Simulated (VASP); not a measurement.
Set up this calculation in VASP 6.6.1, as the native input.

```yaml
Task: single point
Functional: r2SCAN
Potentials_or_basis: VASP PAW PBE potentials, release 64 (Ba_sv, Ti_sv, O)
Cutoff: 520 eV
k_mesh: 8 × 8 × 8
Occupations: gaussian, width 0.02 eV
Spin: no spin polarisation
Dipole_correction: no
Further_INCAR_settings: ALGO = Normal; EDIFF = 1e-07; NBANDS = 28
```

Crystal: BaTiO3.

```
Ba Ti O
1.0
     4.11386    0.00000    0.00000
     0.00000    4.11386    0.00000
     0.00000    0.00000    3.92215
Ba Ti O
1 1 3
Direct
  0.50000 0.50000 0.50000
  0.00000 0.00000 0.00000
  0.50000 0.00000 0.00000
  0.00000 0.50000 0.00000
  0.00000 0.00000 0.50000
```

This cell differs from its parent crystal: biaxial strain in the a-b plane: +3.0 %.

One way to write it, as run:

POSCAR

```
BaTiO3
1.0
    4.1138599462      0.0000000000      0.0000000000
    0.0000000000      4.1138599462      0.0000000000
    0.0000000000      0.0000000000      3.9221460847
Ba Ti O
1 1 3
Direct
    0.5000000000      0.5000000000      0.5000000000
    0.0000000000      0.0000000000      0.0000000000
    0.5000000000      0.0000000000      0.0000000000
    0.0000000000      0.5000000000      0.0000000000
    0.0000000000      0.0000000000      0.5000000000
```

INCAR.step1

```
SYSTEM = BaTiO3
ALGO = Normal
EDIFF = 1E-4
ENCUT = 520
GGA = PE
ISMEAR = 0
LASPH = .True.
LCHARG = .False.
LREAL = .False.
LWAVE = .True.
NBANDS = 28
NELM = 60
PREC = Accurate
SIGMA = 0.02
```

INCAR.step2

```
SYSTEM = BaTiO3
ALGO = Normal
EDIFF = 1E-7
ENCUT = 520
ISIF = 2
ISMEAR = 0
ISTART = 1
LASPH = .True.
LCHARG = .False.
LMIXTAU = .True.
LREAL = .False.
LWAVE = .False.
METAGGA = R2SCAN
NBANDS = 28
NELM = 60
PREC = Accurate
SIGMA = 0.02
```

KPOINTS

```
k-points
0
Gamma
  8 8 8
  0 0 0
```

Potentials or basis: VASP PAW PBE potentials, release 64 (Ba_sv, Ti_sv, O).

Run with:

```bash
$ cat potpaw_PBE.64/Ba_sv/POTCAR potpaw_PBE.64/Ti_sv/POTCAR potpaw_PBE.64/O/POTCAR > POTCAR
$ cp INCAR.step1 INCAR
$ mpirun -np 1 vasp_std > vasp.out
$ cp INCAR.step2 INCAR
$ mpirun -np 1 vasp_std > vasp.out
```

Results of the run:

```yaml
Pressure: -4.5 GPa
Band_gap_on_the_k_mesh: 1.96 eV, indirect (least direct gap 2.15 eV)
```

Caveat: the cell differs from its parent crystal (biaxial strain in the a-b plane: +3.0 %); the PAW data sets were made with another functional, which shifts forces and pressure a little; spin-orbit coupling is left out, which moves the levels of the heavy elements.

It took 9.8 min on 1 thread of Intel(R) Xeon(R) Platinum 8259CL CPU @ 2.50GHz (Skylake/Cascade Lake) (shared host), peak memory 0.28 GiB.
